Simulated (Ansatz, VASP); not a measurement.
# ZnAu: VASP beside Ansatz

```
Zn Au
1.0
     3.12835    0.00000    0.00000
     0.00000    3.12835    0.00000
     0.00000    0.00000    3.12835
Zn Au
1 1
Direct
  0.50000 0.50000 0.50000
  0.00000 0.00000 0.00000
```

Alike in both runs: functional PBEsol; k mesh 16 × 16 × 16; occupations fermi-dirac, width 0.1 eV; no spin polarisation.

Ansatz relaxed the structure, and its values are those at the end. VASP's run is a single point on that final structure, the one shown.

|  | VASP | Ansatz |
| --- | --- | --- |
| version | VASP 6.6.1 | Ansatz 0.2.0 |
| potentials or method | VASP PAW PBE potentials, release 64 (Zn, Au) | PAW with Ansatz's default frozen-core files, scalar-relativistic |
| plane-wave cutoff (eV) | 520 | 420 |
| valence electrons in the cell | 23 | 31 |

Ansatz gave:

| Item | Value |
| --- | --- |
| pressure (GPa) | 0.0 |

Problem. Which values does VASP return?

Solution. Pressure (GPa): 0.1.

VASP's potentials were made for PBE, not for PBEsol. With one functional, cell and mesh, what is left measures potentials, basis and numerics. VASP's potentials hold 23 valence electrons a cell and Ansatz's 31, so a difference there can come from the potentials and not from the codes.

Spin-orbit coupling is off throughout.
